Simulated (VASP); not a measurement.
Write the native input for VASP 6.6.1 that does the following.

```yaml
Task: single point
Functional: revPBE
Potentials_or_basis: VASP PAW PBE potentials, release 64 (Ru_pv)
Cutoff: 520 eV
k_mesh: 22 × 22 × 12
Occupations: fermi-dirac, width 0.1 eV
Spin: no spin polarisation
Dipole_correction: no
Further_INCAR_settings: ALGO = Normal; EDIFF = 1e-07; NBANDS = 21
```

The structure of Ru lies in POSCAR:

```
Ru
1.0
    2.8039941905      0.0000000000      0.0000000000
   -1.4019970952      2.4283302011      0.0000000000
    0.0000000000      0.0000000000      4.4151565036
Ru
2
Direct
    0.3333333333      0.6666666667      0.2500000000
    0.6666666667      0.3333333333      0.7500000000
```

This cell differs from its parent crystal: volume scaled by 1.08.

The input as run:

INCAR

```
SYSTEM = Ru
PREC = Accurate
ENCUT = 520
EDIFF = 1E-7
ISMEAR = -1
SIGMA = 0.1
LREAL = .FALSE.
LASPH = .TRUE.
NELM = 100
ALGO = Normal
ISIF = 2
LWAVE = .FALSE.
LCHARG = .TRUE.
GGA = RE
LELF = .TRUE.
LVHAR = .TRUE.
NBANDS = 21
```

KPOINTS

```
regular mesh
0
G
  22 22 12
  0 0 0
```

Potentials or basis: VASP PAW PBE potentials, release 64 (Ru_pv).

Run with:

```console
$ cat potpaw_PBE.64/Ru_pv/POTCAR > POTCAR
$ mpirun -np 1 vasp_std > vasp.out
```

Results of the run:

| Item | Value |
| --- | --- |
| Pressure | -19.1 GPa |
| Band gap on the k mesh | zero (band 14 reaches 12.45 eV, above the bottom of band 15 at 9.74 eV) |

Caveat: the PAW data sets were made with another functional, which shifts forces and pressure a little.

Wall time 2 min on 1 thread of Intel(R) Xeon(R) Platinum 8488C (Sapphire Rapids) (shared host), peak memory 0.29 GiB.
